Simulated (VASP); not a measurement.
Si15C7: single point with PBE

The system is Si15C7.

```xyz
22
Lattice="7.0499 0.0733 -0.0802 0.0733 7.4467 0.2804 -0.0802 0.2804 6.9364" Properties=species:S:1:pos:R:3 pbc="T T T"
Si    3.2276    0.4412    2.3380
Si    2.7884    6.3420    8.2930
Si    1.1893    3.1244    4.7027
Si    5.5295    1.8896    6.7676
Si    4.3878    6.0187    2.7067
Si    3.4230    2.9029    2.9056
Si    1.5991    7.5521    4.3331
Si    4.3744    6.6159    5.7902
Si    1.5316    3.8314    8.1337
Si   -0.9980    4.1750    3.5944
Si   -0.2388   -1.1508    4.7657
Si    6.7053   -0.1450    1.0384
Si    2.3783    5.2704    5.8582
Si    5.5550    2.3131    2.3438
Si    6.1881    3.7796    5.6814
C     1.9750    2.4252    6.5905
C     1.3554    6.9656    2.3665
C     3.9369    0.8703    5.9403
C     2.6703    1.3327    6.3522
C     6.9520    5.8834   -0.0552
C     0.3026    4.6695    7.1956
C     1.9236    3.7911    3.1682
```

* Program: VASP 6.6.1
* Task: single point
* Functional: PBE
* Potentials or basis: VASP PAW PBE potentials, release 64 (Si, C)
* Cutoff: 520 eV
* k mesh: 1 × 1 × 1, shifted
* Occupations: fermi-dirac, width 0.2482 eV
* Spin: no spin polarisation

```
Pressure               : -2.6 GPa
Largest force          : 6.573 eV/Å
Band gap on the k mesh : 0.24 eV
```

Forces on the atoms (eV/Å):
```
Si  -1.391  3.531  1.095
Si  -4.825 -1.586 -3.569
Si   0.678 -0.946  1.298
Si  -0.927 -1.368  0.654
Si   5.581 -1.705  3.024
Si   1.571 -1.199 -0.443
Si  -0.062  0.034 -1.220
Si   1.076 -1.570 -0.810
Si   1.427 -1.132  0.483
Si  -0.840  2.197 -0.618
Si  -1.524 -0.269  0.551
Si   0.201 -1.613 -0.520
Si  -0.174  0.686  0.385
Si  -0.027 -0.797 -1.007
Si   0.663  0.297  1.770
C   -0.744  0.355  0.024
C    1.051  0.871  0.377
C   -0.417  1.743  2.173
C    2.250  1.308 -0.481
C    0.818 -1.338  0.625
C   -3.306  2.857 -2.672
C   -1.080 -0.355 -1.120
```

Stress tensor (GPa, compression positive):
```
-0.91 -0.15  2.14
-0.15 -2.03 -2.39
 2.14 -2.39 -4.76
```

Levels at points of the mesh, in eV from the valence-band top:
```tsv
k point	band 42	band 43	band 44	band 45	band 46	band 47
(0.25, 0.25, 0.25)	-0.44	-0.21	0.00	0.24	0.62	0.93
```

Wall time 67 s on 1 thread of AMD EPYC 7R43 64-Core Processor (Zen 3) (shared host), peak memory 0.32 GiB.

Caveat: the k points lie up to 0.91 Å⁻¹ apart.
